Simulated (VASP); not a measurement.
A run of VASP 6.6.1 is set up as follows.

File INCAR:

```
SYSTEM = BP
ALGO = Normal
EDIFF = 1E-6
ENCUT = 520
ISIF = 2
ISMEAR = -1
LASPH = .TRUE.
LCHARG = .FALSE.
LREAL = .FALSE.
LWAVE = .FALSE.
NBANDS = 11
NELM = 60
PREC = Accurate
SIGMA = 0.08
```

Contents of KPOINTS:

```
k-points
0
G
  12 12 12
  0 0 0
```

POSCAR

```
BP
1.0
    0.0000000000      2.2690000000      2.2916900000
    2.2690000000      0.0000000000      2.2916900000
    2.2690000000      2.2690000000      0.0000000000
B P
1 1
Direct
    0.0000000000      0.0000000000      0.0000000000
    0.7500000000      0.7500000000      0.7500000000
```

Potentials or basis: VASP PAW LDA potentials, release 64 (B, P).

Launch:

```console
$ cat potpaw_LDA.64/B/POTCAR potpaw_LDA.64/P/POTCAR > POTCAR
$ mpirun -np 1 vasp_std > vasp.out
```

Task: Predict the band gap on the k mesh.

Result: 1.12 eV, indirect (least direct gap 3.31 eV).

Task: Predict the pressure.

Result: -6.8 GPa.

Stress tensor (GPa, compression positive):
```
-5.95  0.00  0.00
 0.00 -5.95  0.00
 0.00  0.00 -8.62
```

Caveat: the cell differs from its parent crystal (zz strain of +1 %). A k mesh can miss the band edges.
